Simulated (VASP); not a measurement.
# Al in VASP: single point with r2SCAN

Aim: the single point of Al with r2SCAN.

Everything below comes from runs of VASP 6.6.1. Logs are shortened: lines on timing, memory, paths and dates and some standing lists are left out, and cuts for length are marked.

## 1. The cell of the first run

The typed cell holds 2 atoms: a = 3.189 Å, b = 3.189 Å, c = 3.189 Å, α = 90.00°, β = 90.00°, γ = 90.00°.

## 2. Single point, r2SCAN

POSCAR reads:

```
Al
1.0
    0.0000000000     -3.1887371512      0.0000000000
   -3.1887371512      0.0000000000      0.0000000000
    0.0000000000      0.0000000000     -3.1887371512
Al
2
Direct
    0.4999414449      0.4999693264      0.5000355803
    0.0000585551      0.0000306736     -0.0000355803
```

INCAR.step1 reads:

```
  PREC = Accurate
  ENCUT = 520
  ISMEAR = 0
  SIGMA = 0.15
  LREAL = False
  LASPH = True
  NELM = 100
  NBANDS = 10
  GGA = PE
  ALGO = Normal
  EDIFF = 1E-4
  LWAVE = True
  LCHARG = False
```

INCAR.step2 reads:

```
  PREC = Accurate
  ENCUT = 520
  EDIFF = 1E-6
  ISMEAR = 0
  SIGMA = 0.15
  LREAL = False
  LASPH = True
  NELM = 100
  ALGO = Normal
  ISIF = 2
  LWAVE = False
  LCHARG = True
  METAGGA = R2SCAN
  LMIXTAU = True
  LELF = True
  LVHAR = True
  NBANDS = 10
  ISTART = 1
```

KPOINTS reads:

```
regular mesh
0
Gamma
  10 10 10
```

Potentials or basis: VASP PAW PBE potentials, release 64 (Al).

Started as:

```sh
$ cat potpaw_PBE.64/Al/POTCAR > POTCAR
$ cp INCAR.step1 INCAR
$ mpirun -np 1 vasp_std > vasp.out
$ cp INCAR.step2 INCAR
$ mpirun -np 1 vasp_std > vasp.out
```

OUTCAR:

```text
PREC = Accurate
   ENCUT = 520
   EDIFF = 1E-6
   ISMEAR = 0
   LREAL = False
   LASPH = True
   NELM = 100
   ISIF = 2
   METAGGA = R2SCAN
   ISTART = 1

 ion  position               nearest neighbor table
   1  0.500  0.500  0.500-   2 2.76   2 2.76   2 2.76   2 2.76   2 2.76   2 2.76   2 2.76   2 2.76

   2  0.000  0.000  1.000-   1 2.76   1 2.76   1 2.76   1 2.76   1 2.76   1 2.76   1 2.76   1 2.76

  LATTYP: Found a simple cubic cell.
 ALAT       =     3.1887371512

  Lattice vectors:

 A1 = (   0.0000000000,  -3.1887371512,   0.0000000000)
 A2 = (  -3.1887371512,   0.0000000000,   0.0000000000)
 A3 = (   0.0000000000,   0.0000000000,  -3.1887371512)

Analysis of symmetry for initial positions (statically):
=====================================================================
 Subroutine PRICEL returns:
 Original cell was already a primitive cell.

 Routine SETGRP: Setting up the symmetry group for a
 simple cubic supercell.

 Subroutine GETGRP returns: Found  4 space group operations
 (whereof  2 operations were pure point group operations)
 out of a pool of 48 trial point group operations.

The static configuration has the point symmetry C_1h.
 The point group associated with its full space group is C_2h.

Analysis of symmetry for dynamics (positions and initial velocities):
=====================================================================
 Subroutine PRICEL returns:
 Original cell was already a primitive cell.

 Routine SETGRP: Setting up the symmetry group for a
 simple cubic supercell.

 Subroutine GETGRP returns: Found  4 space group operations
 (whereof  2 operations were pure point group operations)
 out of a pool of 48 trial point group operations.

The dynamic configuration has the point symmetry C_1h.
 The point group associated with its full space group is C_2h.

 Subroutine INISYM returns: Found  4 space group operations
 (whereof  2 operations are pure point group operations),
 and found     1 'primitive' translations

----------------------------------------------------------------------------------------

                                     Primitive cell

  volume of cell :      32.4232

  direct lattice vectors                    reciprocal lattice vectors
     0.000000000 -3.188737151  0.000000000     0.000000000 -0.313603772  0.000000000
    -3.188737151  0.000000000  0.000000000    -0.313603772  0.000000000  0.000000000
     0.000000000  0.000000000 -3.188737151     0.000000000  0.000000000 -0.313603772

  length of vectors
     3.188737151  3.188737151  3.188737151     0.313603772  0.313603772  0.313603772

  position of ions in fractional coordinates (direct lattice)
     0.499941445  0.499969326  0.500035580
     0.000058555  0.000030674  0.999964420

  ion indices of the primitive-cell ions
   primitive index   ion index
                 1           1
                 2           2

----------------------------------------------------------------------------------------

 KPOINTS: regular mesh

Automatic generation of k-mesh.
 Grid dimensions read from file:
 generate k-points for:   10   10   10

 Generating k-lattice:

  Cartesian coordinates                     Fractional coordinates (reciprocal lattice)
     0.000000000 -0.031360377  0.000000000     0.100000000  0.000000000  0.000000000
    -0.031360377  0.000000000  0.000000000     0.000000000  0.100000000  0.000000000
     0.000000000  0.000000000 -0.031360377     0.000000000  0.000000000  0.100000000

  Length of vectors
     0.031360377  0.031360377  0.031360377

  Shift w.r.t. Gamma in fractional coordinates (k-lattice)
     0.000000000  0.000000000  0.000000000

 Subroutine IBZKPT returns following result:
 ===========================================

 Found    282 irreducible k-points:

 Following reciprocal coordinates:
            Coordinates               Weight
  0.000000  0.000000  0.000000      1.000000
  0.100000  0.000000  0.000000      2.000000
  0.000000  0.100000  0.000000      4.000000
  0.200000  0.000000  0.000000      2.000000
  0.000000  0.200000  0.000000      4.000000
  0.300000  0.000000  0.000000      2.000000
[... 16 lines left out ...]
  0.000000  0.300000  0.100000      4.000000
  0.100000  0.000000  0.300000      4.000000
 [... further k-points ...]
   k-points           NKPTS =    282   k-points in BZ     NKDIM =    282   number of bands    NBANDS=     10
   number of dos      NEDOS =    301   number of ions     NIONS =      2
   total plane-waves  NPLWV =  13824
   dimension x,y,z NGX =    24 NGY =   24 NGZ =   24
   dimension x,y,z NGXF=    48 NGYF=   48 NGZF=   48
   ions per type =               2
   NGX,Y,Z   is equivalent  to a cutoff of  12.51, 12.51, 12.51 a.u.
   NGXF,Y,Z  is equivalent  to a cutoff of  25.02, 25.02, 25.02 a.u.
 SYSTEM =  unknown system
   PREC   = accura    normal or accurate (medium, high low for compatibility)
   ISTART =      1    job   : 0-new  1-cont  2-samecut
   ICHARG =      0    charge: 1-file 2-atom 10-const
   ISPIN  =      1    spin polarized calculation?
   LNONCOLLINEAR =      F non collinear calculations
   LSORBIT =      F    spin-orbit coupling
   LASPH  =      T    aspherical Exc in radial PAW
   ENCUT  =  520.0 eV  38.22 Ry    6.18 a.u.   5.93  5.93  5.93*2*pi/ulx,y,z
   NELM   =    100;   NELMIN=  2; NELMDL=  0     # of ELM steps
   EDIFF  = 0.1E-05   stopping-criterion for ELM
   LREAL  =      F    real-space projection
   EDIFFG = 0.1E-04   stopping-criterion for IOM
   NSW    =      0    number of steps for IOM
   IBRION =     -1    ionic relax: 0-MD 1-quasi-New 2-CG
   NFREE  =      0    steps in history (QN), initial steepest desc. (CG)
   ISIF   =      2    stress and relaxation
   ISYM   =      2    0-nonsym 1-usesym 2-fastsym
   POTIM  = 0.5000    time-step for ionic-motion
   TEBEG  =    0.0;   TEEND  =   0.0 temperature during run
   PSTRESS=    0.0 pullay stress
   NELECT =       6.0000    total number of electrons
   NUPDOWN=      -1.0000    fix difference up-down
   EMIN   =  10.00;   EMAX   =-10.00  energy-range for DOS
   EFERMI =   0.00;   METHOD = LEGACY
   ISMEAR =     0;   SIGMA  =   0.15  broadening in eV -4-tet -1-fermi 0-gaus
   EFERMI_NEDOS =   21; number of points for ismear=-14 and -15
   IALGO  =     38    algorithm
   IMIX   =      4    mixing-type and parameters
     AMIX     =   0.40;   BMIX     =  1.00
     AMIX_MAG =   1.60;   BMIX_MAG =  1.00
  volume/ion in A,a.u.               =      16.21       109.40
  Fermi-wavevector in a.u.,A,eV,Ry     =   0.932910  1.762945 11.841443  0.870322
  Thomas-Fermi vector in A             =   2.059557
   LORBIT       =      0    0 simple, 1 ext, 2 COOP (PROOUT), +10 PAW based schemes
   METAGGA = R2SCAN    functional components
   LHFCALC =     F    Hartree Fock is set to
   AEXX    =    0.0000 exact exchange contribution
   IVDW    =     0    specifies the selected vdW correction
   LEPSILON=     F    determine dielectric tensor
   LRPA    =     F    only Hartree local field effects (RPA)
 non-spin polarized calculation
 Gauss-broadening in eV      SIGMA  =   0.15
  energy-cutoff  :      520.00
  volume of cell :       32.42
 maximum number of plane-waves:       912
   NGX = 11   NGY = 11   NGZ = 11

 number of electron       6.0000000 magnetization

 Free energy of the ion-electron system (eV)
  ---------------------------------------------------
  ext. energy  EPLUGINS =         0.00000000
  ---------------------------------------------------
  free energy    TOTEN  =       -13.24428121 eV

  energy without entropy =      -13.22876461  energy(sigma->0) =      -13.23652291

 E-fermi :   8.2470     XC(G=0): -10.9879

 val. band max:        8.2277080234   @ k =   0.5000   0.4000   0.4000
 cond. band min:       8.2851812416   @ k =   0.3000  -0.4000   0.4000
 fundamental gap:      0.0574732182
 Fermi energy:         8.2470047864

 k-point     1 :       0.0000    0.0000    0.0000
  band No.  band energies     occupation
      1      -3.7689      2.00000
      2      10.2543      0.00000
      3      10.2543      0.00000
      4      10.2543      0.00000
      5      11.1566      0.00000
      6      11.1566      0.00000
      7      14.9190      0.00000
      8      22.3627      0.00000
      9      22.3627      0.00000
     10      22.3627      0.00000

 k-point     2 :       0.1000    0.0000    0.0000
  band No.  band energies     occupation
      1      -3.6140      2.00000
      2       8.1719      1.52109
      3      10.3894      0.00000
      4      10.3894      0.00000
      5      11.3128      0.00000
      6      12.8448      0.00000
      7      15.7049      0.00000
      8      20.9449      0.00000
      9      20.9449      0.00000
     10      22.5139      0.00000

 k-point     3 :       0.0000    0.1000    0.0000
  band No.  band energies     occupation
      1      -3.6140      2.00000
      2       8.1719      1.52109
      3      10.3894      0.00000
      4      10.3894      0.00000
      5      11.3128      0.00000
      6      12.8448      0.00000
      7      15.7049      0.00000
      8      20.9449      0.00000
      9      20.9449      0.00000
     10      22.5139      0.00000

 k-point     4 :       0.2000    0.0000    0.0000
  band No.  band energies     occupation
      1      -3.1504      2.00000
      2       5.7970      2.00000
      3      10.7947      0.00000
      4      10.7947      0.00000
      5      11.7815      0.00000
      6      13.9792      0.00000
      7      18.1069      0.00000
      8      18.8490      0.00000
      9      18.8490      0.00000
     10      21.0792      0.00000
[... 222 lines left out ...]
 k-point    22 :       0.3000    0.1000    0.0000
  band No.  band energies     occupation
      1      -2.2276      2.00000
      2       3.7683      2.00000
      3       9.5347      0.00000
      4      11.6066      0.00000
      5      13.6085      0.00000
      6      15.1785      0.00000
      7      16.1713      0.00000
      8      17.0112      0.00000
      9      19.5192      0.00000
     10      21.3649      0.00000

 k-point    23 :       0.0000    0.3000    0.1000
  band No.  band energies     occupation
      1      -2.2276      2.00000
      2       3.7683      2.00000
      3       9.5347      0.00000
      4      11.6066      0.00000
      5      13.6085      0.00000
      6      15.1785      0.00000
      7      16.1713      0.00000
      8      17.0112      0.00000
      9      19.5192      0.00000
     10      21.3647      0.00000

 k-point    24 :       0.1000    0.0000    0.3000
  band No.  band energies     occupation
      1      -2.2276      2.00000
      2       3.7683      2.00000
      3       9.5347      0.00000
      4      11.6066      0.00000
      5      13.6085      0.00000
      6      15.1785      0.00000
      7      16.1713      0.00000
      8      17.0112      0.00000
      9      19.5192      0.00000
     10      21.3669      0.00000

 [... further k-points ...]
[... 5 lines left out ...]
  --------------------------------------------------------------------------------------
  -------------------------------------------------------------------------------------
  Total       -0.0485475     -0.0485486     -0.0485475      0.0000019     -0.0000019     -0.0000011
  in kB       -2.3989518     -2.3990060     -2.3989518      0.0000943     -0.0000943     -0.0000533
  external PRESSURE =      -2.3989699 kB  Pullay stress =       0.0000000 kB

 VOLUME and BASIS-vectors are now :
 -----------------------------------------------------------------------------
  energy-cutoff  :      520.00
  volume of cell :       32.42
      direct lattice vectors                 reciprocal lattice vectors
     0.000000000 -3.188737151  0.000000000     0.000000000 -0.313603772  0.000000000
    -3.188737151  0.000000000  0.000000000    -0.313603772  0.000000000  0.000000000
     0.000000000  0.000000000 -3.188737151     0.000000000  0.000000000 -0.313603772

 POSITION                                       TOTAL-FORCE (eV/Angst)
 -----------------------------------------------------------------------------------
     -1.59427     -1.59418     -1.59448        -0.000933     -0.001666      0.000933
     -0.00010     -0.00019     -3.18862         0.000933      0.001666     -0.000933
 -----------------------------------------------------------------------------------
    total drift:                               -0.000038      0.000054     -0.000445

  FREE ENERGIE OF THE ION-ELECTRON SYSTEM (eV)
  ---------------------------------------------------
  free  energy   TOTEN  =       -13.2442812090 eV

  energy  without entropy=      -13.2287646143  energy(sigma->0) =      -13.23652291
```

It took 86 s on 1 thread of Intel Xeon Platinum 8124M at 3.00GHz (Skylake/Cascade Lake), shared host; peak memory 0.2 GiB.

Results:

```
Free energy            : -13.2443 eV
Pressure               : -0.2 GPa
Band gap on the k mesh : zero (band 3 reaches 13.64 eV, above the bottom of band 4 at 4.19 eV)
```

Forces in eV/Å, atoms in the order of the input:
```
Al  -0.001 -0.002  0.001
Al   0.001  0.002 -0.001
```

Caveat: the PAW data sets were made with another functional, which shifts forces and pressure a little.
